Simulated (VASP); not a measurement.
A run of VASP 6.6.1:

The input POSCAR:

```
SiO2
1.0
   -1.7621628951      1.7621628951      4.2447018946
    1.7621628951     -1.7621628951      4.2447018946
    1.7621628951      1.7621628951     -4.2447018946
Si O
2 4
Direct
    0.7500000000      0.2500000000      0.5000000000
    0.0000000000      0.0000000000      0.0000000000
    0.5409502157      0.0409502157      0.5000000000
    0.7909502157      0.7909502157      0.0000000000
    0.2090497843      0.2090497843      0.0000000000
    0.9590497843      0.4590497843      0.5000000000
```

INCAR.step1

```
PREC     = Accurate       # precision mode
ENCUT    = 520            # plane-wave cutoff, eV
ISMEAR   = 0              # smearing method
SIGMA    = 0.01           # smearing width, eV
LREAL    = F              # projectors in reciprocal space
LASPH    = T              # aspherical terms in the spheres
NELM     = 100            # most SCF steps
NBANDS   = 25             # bands
GGA      = PE             # functional
ALGO     = Normal         # electronic algorithm
EDIFF    = 1E-4           # SCF threshold, eV
LWAVE    = T              # write WAVECAR
LCHARG   = F              # write CHGCAR
```

The input INCAR.step2:

```
PREC     = Accurate       # precision mode
ENCUT    = 520            # plane-wave cutoff, eV
EDIFF    = 1E-6           # SCF threshold, eV
ISMEAR   = 0              # smearing method
SIGMA    = 0.01           # smearing width, eV
LREAL    = F              # projectors in reciprocal space
LASPH    = T              # aspherical terms in the spheres
NELM     = 100            # most SCF steps
ALGO     = Normal         # electronic algorithm
ISIF     = 2              # what is computed and relaxed
LWAVE    = F              # write WAVECAR
LCHARG   = F              # write CHGCAR
METAGGA  = R2SCAN         # meta-GGA
LMIXTAU  = T            
NBANDS   = 25             # bands
ISTART   = 1
```

File KPOINTS:

```
regular mesh
0
Gamma
  8 8 8
```

Potentials or basis: VASP PAW PBE potentials, release 64 (Si, O).

Command:

```bash
$ cat potpaw_PBE.64/Si/POTCAR potpaw_PBE.64/O/POTCAR > POTCAR
$ cp INCAR.step1 INCAR
$ mpirun -np 1 vasp_std > vasp.out
$ cp INCAR.step2 INCAR
$ mpirun -np 1 vasp_std > vasp.out
```

Hardware: 1 thread of Intel Xeon 8259CL, on a shared host.

Task: How long does it take, and how much memory?

Result: Run time: 14 min on 1 thread of Intel Xeon 8259CL, with other jobs on the host, peak memory 0.28 GiB. Counts: k points 59.
